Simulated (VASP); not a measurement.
Wanted: the native input for a VASP 6.6.1 run.

- Task: single point
- Functional: PBE
- Potentials or basis: VASP PAW PBE potentials, release 64 (Ga_d, O)
- Cutoff: 520 eV
- k mesh: 9 × 9 × 5
- Occupations: gaussian, width 0.01 eV
- Spin: no spin polarisation
- Dipole correction: no
- Further INCAR settings: ALGO = Normal; EDIFF = 1e-06; NBANDS = 55

The structure of Ga2O3 (Ga2O3 (C2/m)) lies in POSCAR:

```
Ga2O3
1.0
    6.2279771498     -1.5416103631      0.0067278629
    6.2279771498      1.5416103631      0.0067278629
   -1.3977182419      0.0000000000      5.7085775531
Ga O
4 6
Direct
    0.3415090598      0.3415090598      0.6858077331
    0.6584909402      0.6584909402      0.3141922669
    0.9100914833      0.9100914833      0.2052623166
    0.0899085167      0.0899085167      0.7947376834
    0.5040000822      0.5040000822      0.7433109735
    0.4959999178      0.4959999178      0.2566890265
    0.8263076895      0.8263076895      0.4356700603
    0.1736923105      0.1736923105      0.5643299397
    0.1634951096      0.1634951096      0.1091575812
    0.8365048904      0.8365048904      0.8908424188
```

One way to write it, as run:

INCAR

```
SYSTEM = Ga2O3
  PREC = Accurate
  ENCUT = 520
  EDIFF = 1E-6
  ISMEAR = 0
  SIGMA = 0.01
  LREAL = .False.
  LASPH = .True.
  NELM = 100
  ALGO = Normal
  ISIF = 2
  LWAVE = .False.
  LCHARG = .False.
  GGA = PE
  NBANDS = 55
```

KPOINTS

```
Automatic mesh
0
Gamma
  9 9 5
  0 0 0
```

Potentials or basis: VASP PAW PBE potentials, release 64 (Ga_d, O).

Launch:

```console
$ cat potpaw_PBE.64/Ga_d/POTCAR potpaw_PBE.64/O/POTCAR > POTCAR
$ mpirun -np 1 vasp_std > vasp.out
```

It gave:

- Pressure: 0.6 GPa
- Largest force: 0.023 eV/Å
- Band gap on the k mesh: 2.00 eV, indirect (least direct gap 2.02 eV)

It took 7.8 min on 1 thread of Intel(R) Xeon(R) 6975P-C (Granite Rapids), on a shared host, peak memory 0.66 GiB.
